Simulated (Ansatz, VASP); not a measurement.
# One calculation of CdSe, two programs

The input INCAR:

```
SYSTEM = CdSe
PREC = Accurate ; ENCUT = 520
EDIFF = 1E-6 ; ISMEAR = -1
SIGMA = 0.02 ; LREAL = .False.
LASPH = .True. ; NELM = 60
ALGO = Normal ; ISIF = 2
LWAVE = .False. ; LCHARG = .False.
GGA = PE ; NBANDS = 26
```

The input KPOINTS:

```
Automatic mesh
0
Gamma
  12 12 4
  0 0 0
```

Contents of POSCAR:

```
CdSe
1.0
    4.2973164254      0.0000000000      0.0000000000
   -2.1486582127      3.7215851925      0.0000000000
    0.0000000000      0.0000000000      7.0058795255
Cd Se
2 2
Direct
    0.3333333333      0.6666666667     -0.0004760036
    0.6666666667      0.3333333333      0.4995239964
    0.3333333333      0.6666666667      0.3754760036
    0.6666666667      0.3333333333      0.8754760036
```

Input for Ansatz:

```yaml
crystal:
  lattice:
    - [4.2973164254, 0.0, 0.0]
    - [-2.1486582127, 3.7215851925, 0.0]
    - [0.0, 0.0, 7.0058795255]
  atoms:
    - { symbol: Cd, position: [0.3333333333, 0.6666666667, -0.0004760036] }
    - { symbol: Cd, position: [0.6666666667, 0.3333333333, 0.4995239964] }
    - { symbol: Se, position: [0.3333333333, 0.6666666667, 0.3754760036] }
    - { symbol: Se, position: [0.6666666667, 0.3333333333, 0.8754760036] }
kpoints:
  mp_grid: { grid: [12, 12, 4] }
  band_path:
    path:
      - [0.0, 0.0, 0.0]
      - [0.5, 0.0, 0.0]
      - [0.3333333333, 0.3333333333, 0.0]
      - [0.0, 0.0, 0.5]
      - [0.5, 0.0, 0.5]
      - [0.3333333333, 0.3333333333, 0.5]
    npoints: 1
hamiltonian:
  xc: pbe
scf:
  occupations: { method: fermi_dirac, width: 0.02 }
  n_extra_bands: 5
output:
  forces: true
  stress: true
  eigenvalues: true
  write_density: true
  write_potential: true
  elf: true
  volumetric_format: npy
```

Change from the starting cell: hydrostatic strain -1.0%.

Alike in both runs: task single point; functional PBE; k mesh 12 × 12 × 4; occupations fermi-dirac, width 0.02 eV; no spin polarisation.

|  | VASP | Ansatz |
| --- | --- | --- |
| version | VASP 6.6.1 | Ansatz 0.2.0 |
| potentials or method | VASP PAW PBE potentials, release 64 (Cd, Se) | plane waves, PAW |
| plane-wave cutoff (eV) | 520 | 420 |
| valence electrons in the cell | 36 | 72 |

```tsv
	VASP	Ansatz	Ansatz less VASP
pressure (GPa)	3.4	3.1	-0.32
traceless stress, the component that is largest in VASP (GPa)	0.06	0.05	-0.004
```

The functional is the same, so the differences come from potentials, cutoffs and numerics. VASP's potentials hold 36 valence electrons a cell and Ansatz's 72, so a difference there can come from the potentials and not from the codes.
